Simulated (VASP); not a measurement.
Runs of VASP 6.6.1 on B. The structure is that of space group Im-3m (No. 229), or close to it. The cells are those of the table. 

| task | cell | k mesh | cutoff (eV) | gap on the mesh (eV) | pressure (GPa) |
| --- | --- | --- | --- | --- | --- |
| single point | a = 2.067 Å, angles 109.5°, 1 atom | 21 × 21 × 21 | 520 | none | -20.6 |
| single point | a = 1.907 Å, angles 109.5°, 1 atom | 21 × 21 × 21 | 520 | none | 39.5 |
| single point | a = 1.990 Å, angles 109.5°, 1 atom | 18 × 18 × 18 | 520 | none | 0.2 |
| single point | a = 2.042 Å, angles 109.5°, 1 atom | 21 × 21 × 21 | 520 | none | (a) |
| relaxation of cell and atoms | relaxed from a = 2.042 Å, angles 109.5°, 1 atom | 18 × 18 × 18 | 600 | none | 0.0 |

Alike in all rows: level PBEsol; potentials or basis VASP PAW PBE potentials, release 64 (B); no spin polarisation; smearing fermi-dirac 0.1 eV.

**Question.** Estimate the missing entries.

**Answer.** (a) -15.3.

Caveats: the PAW data sets were made with another functional, which shifts forces and pressure a little.

A gap of «none» marks levels without a gap at the run's occupations.
